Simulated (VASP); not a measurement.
# NaI (Fm-3m) in VASP: notebook

The runs below take NaI through single point, relaxation of cell and atoms, with PBE+D3(BJ).

All numbers are computed with VASP 6.6.1; they aren't measurements. Logs are shortened: lines on timing, memory, paths and dates and some standing lists are left out, and cuts for length are marked.

## Step 1: The cell of the first run

Symmetry: Fm-3m, No. 225, cubic system. Conventional cell: a = 6.356 Å, b = 6.356 Å, c = 6.356 Å, α = 90.00°, β = 90.00°, γ = 90.00°. Na (site symmetry m-3m) has 6 I at 3.18 Å within 4.2 Å. I (site symmetry m-3m) has 6 Na at 3.18 Å within 4.2 Å.

## Step 2: Single point, PBE+D3(BJ)

File INCAR:

```
SYSTEM = NaI
PREC = Accurate
ENCUT = 520
EDIFF = 1E-6
ISMEAR = 0
SIGMA = 0.02
LREAL = .FALSE.
LASPH = .TRUE.
NELM = 60
ALGO = Normal
ISIF = 2
LWAVE = .FALSE.
LCHARG = .TRUE.
GGA = PE
IVDW = 12
LELF = .TRUE.
LVHAR = .TRUE.
NBANDS = 14
```

File KPOINTS:

```
regular mesh
0
G
  6 6 6
  0 0 0
```

File POSCAR:

```
NaI
1.0
    0.0000000000      3.1782010739      3.1782010739
    3.1782010739      0.0000000000      3.1782010739
    3.1782010739      3.1782010739      0.0000000000
Na I
1 1
Direct
    0.0000000000      0.0000000000      0.0000000000
    0.5000000000      0.5000000000      0.5000000000
```

Potentials or basis: VASP PAW PBE potentials, release 64 (Na_pv, I).

Run with:

```sh
$ cat potpaw_PBE.64/Na_pv/POTCAR potpaw_PBE.64/I/POTCAR > POTCAR
$ mpirun -np 1 vasp_std > vasp.out
```

OUTCAR:

```text
SYSTEM = NaI
   PREC = Accurate
   ENCUT = 520
   EDIFF = 1E-6
   ISMEAR = 0
   LREAL = .FALSE.
   LASPH = .TRUE.
   NELM = 60
   ISIF = 2
   GGA = PE
   IVDW = 12
 IVDW          = 12

 ion  position               nearest neighbor table
   1  0.000  0.000  0.000-   2 3.18   2 3.18   2 3.18   2 3.18   2 3.18   2 3.18
   2  0.500  0.500  0.500-   1 3.18   1 3.18   1 3.18   1 3.18   1 3.18   1 3.18

  LATTYP: Found a face centered cubic cell.
 ALAT       =     6.3564021478

  Lattice vectors:

 A1 = (   0.0000000000,   3.1782010739,   3.1782010739)
 A2 = (   3.1782010739,   0.0000000000,   3.1782010739)
 A3 = (   3.1782010739,   3.1782010739,   0.0000000000)

Analysis of symmetry for initial positions (statically):
=====================================================================
 Subroutine PRICEL returns:
 Original cell was already a primitive cell.

 Routine SETGRP: Setting up the symmetry group for a
 face centered cubic supercell.

 Subroutine GETGRP returns: Found 48 space group operations
 (whereof 48 operations were pure point group operations)
 out of a pool of 48 trial point group operations.

The static configuration has the point symmetry O_h .

Analysis of symmetry for dynamics (positions and initial velocities):
=====================================================================
 Subroutine PRICEL returns:
 Original cell was already a primitive cell.

 Routine SETGRP: Setting up the symmetry group for a
 face centered cubic supercell.

 Subroutine GETGRP returns: Found 48 space group operations
 (whereof 48 operations were pure point group operations)
 out of a pool of 48 trial point group operations.

The dynamic configuration has the point symmetry O_h .

 Subroutine INISYM returns: Found 48 space group operations
 (whereof 48 operations are pure point group operations),
 and found     1 'primitive' translations

----------------------------------------------------------------------------------------

                                     Primitive cell

  volume of cell :      64.2058

  direct lattice vectors                    reciprocal lattice vectors
     0.000000000  3.178201074  3.178201074    -0.157321701  0.157321701  0.157321701
     3.178201074  0.000000000  3.178201074     0.157321701 -0.157321701  0.157321701
     3.178201074  3.178201074  0.000000000     0.157321701  0.157321701 -0.157321701

  length of vectors
     4.494655063  4.494655063  4.494655063     0.272489180  0.272489180  0.272489180

  position of ions in fractional coordinates (direct lattice)
     0.000000000  0.000000000  0.000000000
     0.500000000  0.500000000  0.500000000

  ion indices of the primitive-cell ions
   primitive index   ion index
                 1           1
                 2           2

----------------------------------------------------------------------------------------

 KPOINTS: regular mesh

Automatic generation of k-mesh.
 Grid dimensions read from file:
 generate k-points for:    6    6    6

 Generating k-lattice:

  Cartesian coordinates                     Fractional coordinates (reciprocal lattice)
    -0.026220284  0.026220284  0.026220284     0.166666667  0.000000000  0.000000000
     0.026220284 -0.026220284  0.026220284     0.000000000  0.166666667  0.000000000
     0.026220284  0.026220284 -0.026220284     0.000000000  0.000000000  0.166666667

  Length of vectors
     0.045414863  0.045414863  0.045414863

  Shift w.r.t. Gamma in fractional coordinates (k-lattice)
     0.000000000  0.000000000  0.000000000

 Subroutine IBZKPT returns following result:
 ===========================================

 Found     16 irreducible k-points:

 Following reciprocal coordinates:
            Coordinates               Weight
  0.000000  0.000000  0.000000      1.000000
  0.166667  0.000000  0.000000      8.000000
  0.333333  0.000000  0.000000      8.000000
  0.500000  0.000000  0.000000      4.000000
  0.166667  0.166667  0.000000      6.000000
  0.333333  0.166667  0.000000     24.000000
[... 8 lines left out ...]
 -0.333333  0.333333  0.166667     24.000000
 -0.333333  0.500000  0.166667     12.000000
   k-points           NKPTS =     16   k-points in BZ     NKDIM =     16   number of bands    NBANDS=     14
   number of dos      NEDOS =    301   number of ions     NIONS =      2
   total plane-waves  NPLWV =  46656
   dimension x,y,z NGX =    36 NGY =   36 NGZ =   36
   dimension x,y,z NGXF=    72 NGYF=   72 NGZF=   72
   ions per type =               1   1
   NGX,Y,Z   is equivalent  to a cutoff of  13.32, 13.32, 13.32 a.u.
   NGXF,Y,Z  is equivalent  to a cutoff of  26.63, 26.63, 26.63 a.u.
 SYSTEM =  NaI
   PREC   = accura    normal or accurate (medium, high low for compatibility)
   ISTART =      0    job   : 0-new  1-cont  2-samecut
   ICHARG =      2    charge: 1-file 2-atom 10-const
   ISPIN  =      1    spin polarized calculation?
   LNONCOLLINEAR =      F non collinear calculations
   LSORBIT =      F    spin-orbit coupling
   LASPH  =      T    aspherical Exc in radial PAW
   ENCUT  =  520.0 eV  38.22 Ry    6.18 a.u.   8.36  8.36  8.36*2*pi/ulx,y,z
   NELM   =     60;   NELMIN=  2; NELMDL= -5     # of ELM steps
   EDIFF  = 0.1E-05   stopping-criterion for ELM
   LREAL  =      F    real-space projection
   EDIFFG = 0.1E-04   stopping-criterion for IOM
   NSW    =      0    number of steps for IOM
   IBRION =     -1    ionic relax: 0-MD 1-quasi-New 2-CG
   NFREE  =      0    steps in history (QN), initial steepest desc. (CG)
   ISIF   =      2    stress and relaxation
   ISYM   =      2    0-nonsym 1-usesym 2-fastsym
   POTIM  = 0.5000    time-step for ionic-motion
   TEBEG  =    0.0;   TEEND  =   0.0 temperature during run
   PSTRESS=    0.0 pullay stress
   NELECT =      14.0000    total number of electrons
   NUPDOWN=      -1.0000    fix difference up-down
   EMIN   =  10.00;   EMAX   =-10.00  energy-range for DOS
   EFERMI =   0.00;   METHOD = LEGACY
   ISMEAR =     0;   SIGMA  =   0.02  broadening in eV -4-tet -1-fermi 0-gaus
   EFERMI_NEDOS =   21; number of points for ismear=-14 and -15
   IALGO  =     38    algorithm
   IMIX   =      4    mixing-type and parameters
     AMIX     =   0.40;   BMIX     =  1.00
     AMIX_MAG =   1.60;   BMIX_MAG =  1.00
  volume/ion in A,a.u.               =      32.10       216.64
  Fermi-wavevector in a.u.,A,eV,Ry     =   0.985355  1.862051 13.210235  0.970925
  Thomas-Fermi vector in A             =   2.116656
   LORBIT       =      0    0 simple, 1 ext, 2 COOP (PROOUT), +10 PAW based schemes
   GGA     = PE    functional components
   LHFCALC =     F    Hartree Fock is set to
   AEXX    =    0.0000 exact exchange contribution
   IVDW    =    12    specifies the selected vdW correction
   LEPSILON=     F    determine dielectric tensor
   LRPA    =     F    only Hartree local field effects (RPA)
 non-spin polarized calculation
 Gauss-broadening in eV      SIGMA  =   0.02
  energy-cutoff  :      520.00
  volume of cell :       64.21
 maximum number of plane-waves:      1759
 NGX is ok and might be reduce to    36
   NGX = 17   NGY = 17   NGZ = 17

 number of electron      14.0000003 magnetization

 Free energy of the ion-electron system (eV)
  ---------------------------------------------------
  ext. energy  EPLUGINS =         0.00000000
  ---------------------------------------------------
  free energy    TOTEN  =        -5.36377947 eV

  energy without entropy =       -5.36377947  energy(sigma->0) =       -5.36377947

 E-fermi :   1.3533     XC(G=0):  -7.9262

 val. band max:        1.1988797615   @ k =   0.0000   0.0000   0.0000
 cond. band min:       4.9914474944   @ k =   0.0000   0.0000   0.0000
 fundamental gap:      3.7925677330
 Fermi energy:         1.3532937806

 k-point     1 :       0.0000    0.0000    0.0000
  band No.  band energies     occupation
      1     -21.1840      2.00000
      2     -21.1840      2.00000
      3     -21.1840      2.00000
      4      -9.9665      2.00000
      5       1.1989      2.00000
      6       1.1989      2.00000
      7       1.1989      2.00000
      8       4.9914      0.00000
      9       9.1251      0.00000
     10       9.1251      0.00000
     11       9.1251      0.00000
     12      11.0352      0.00000
     13      11.0352      0.00000
     14      11.6662      0.00000

 k-point     2 :       0.1667    0.0000    0.0000
  band No.  band energies     occupation
      1     -21.1858      2.00000
      2     -21.1841      2.00000
      3     -21.1841      2.00000
      4      -9.8801      2.00000
      5       0.3980      2.00000
      6       1.1139      2.00000
      7       1.1139      2.00000
      8       5.8301      0.00000
      9       8.6664      0.00000
     10       9.3397      0.00000
     11       9.3397      0.00000
     12      10.5277      0.00000
     13      10.5277      0.00000
     14      12.1956      0.00000

 k-point     3 :       0.3333    0.0000    0.0000
  band No.  band energies     occupation
      1     -21.1893      2.00000
      2     -21.1843      2.00000
      3     -21.1843      2.00000
      4      -9.6955      2.00000
      5      -0.7240      2.00000
      6       0.9560      2.00000
      7       0.9560      2.00000
      8       6.3634      0.00000
      9       8.9455      0.00000
     10       8.9455      0.00000
     11       9.4656      0.00000
     12      11.4896      0.00000
     13      11.5945      0.00000
     14      11.5945      0.00000
[... 188 lines left out ...]
 k-point    15 :      -0.3333    0.3333    0.1667
  band No.  band energies     occupation
      1     -21.1890      2.00000
      2     -21.1869      2.00000
      3     -21.1855      2.00000
      4      -9.5223      2.00000
      5      -0.6850      2.00000
      6      -0.0943      2.00000
      7       0.4816      2.00000
      8       7.3176      0.00000
      9       7.9131      0.00000
     10       9.1979      0.00000
     11       9.8397      0.00000
     12      11.8000      0.00000
     13      13.2543      0.00000
     14      14.3972      0.00000

 k-point    16 :      -0.3333    0.5000    0.1667
  band No.  band energies     occupation
      1     -21.1885      2.00000
      2     -21.1870      2.00000
      3     -21.1864      2.00000
      4      -9.4995      2.00000
      5      -0.6347      2.00000
      6      -0.0202      2.00000
      7       0.2189      2.00000
      8       6.6473      0.00000
      9       7.6761      0.00000
     10       9.9343      0.00000
     11       9.9950      0.00000
     12      13.1340      0.00000
     13      13.9369      0.00000
     14      14.1438      0.00000

------------------------ aborting loop because EDIFF is reached ----------------------------------------

 Edisp (eV)   -0.53615

 E8    (eV) :    -0.2484

  FORCE on cell =-STRESS in cart. coord.  units (eV):
  Direction    XX          YY          ZZ          XY          YZ          ZX
  --------------------------------------------------------------------------------------
  -------------------------------------------------------------------------------------
  Total       0.02303     0.02303     0.02303    -0.00000     0.00000     0.00000
  in kB       0.57481     0.57481     0.57481    -0.00000     0.00000     0.00000
  external pressure =        0.57 kB  Pullay stress =        0.00 kB

 VOLUME and BASIS-vectors are now :
 -----------------------------------------------------------------------------
  energy-cutoff  :      520.00
  volume of cell :       64.21
      direct lattice vectors                 reciprocal lattice vectors
     0.000000000  3.178201074  3.178201074    -0.157321701  0.157321701  0.157321701
     3.178201074  0.000000000  3.178201074     0.157321701 -0.157321701  0.157321701
     3.178201074  3.178201074  0.000000000     0.157321701  0.157321701 -0.157321701

 POSITION                                       TOTAL-FORCE (eV/Angst)
 -----------------------------------------------------------------------------------
      0.00000      0.00000      0.00000        -0.000000     -0.000000     -0.000000
      3.17820      3.17820      3.17820         0.000000      0.000000      0.000000
 -----------------------------------------------------------------------------------
    total drift:                                0.000000      0.000000      0.000000

  FREE ENERGIE OF THE ION-ELECTRON SYSTEM (eV)
  ---------------------------------------------------
  free  energy   TOTEN  =        -5.8999294482 eV

  energy  without entropy=       -5.8999294482  energy(sigma->0) =       -5.89992945
```

It took 36 s on 1 thread of AMD EPYC 7R43 (Zen 3), shared host; peak memory 0.17 GiB.

Results:

* Free energy: -5.8999 eV
* Pressure: 0.1 GPa
* Band gap on the k mesh: 3.79 eV, direct
* Dispersion energy per atom: -0.268 eV

Levels at points of the mesh, in eV from the valence-band top:
| k point | band 4 | band 5 | band 6 | band 7 | band 8 | band 9 | band 10 | band 11 |
| --- | --- | --- | --- | --- | --- | --- | --- | --- |
| (0.00, 0.00, 0.00) | -11.17 | 0.00 | 0.00 | 0.00 | 3.79 | 7.93 | 7.93 | 7.93 |
| (0.50, 0.00, 0.00) | -10.80 | -2.38 | -0.32 | -0.32 | 5.11 | 7.49 | 7.49 | 9.14 |
| (0.50, 0.50, 0.00) | -10.71 | -2.09 | -0.82 | -0.82 | 4.53 | 5.45 | 10.23 | 11.63 |

Caveat: spin-orbit coupling is left out, which moves the levels of the heavy elements.

(Part 1 of 2 ends here.)
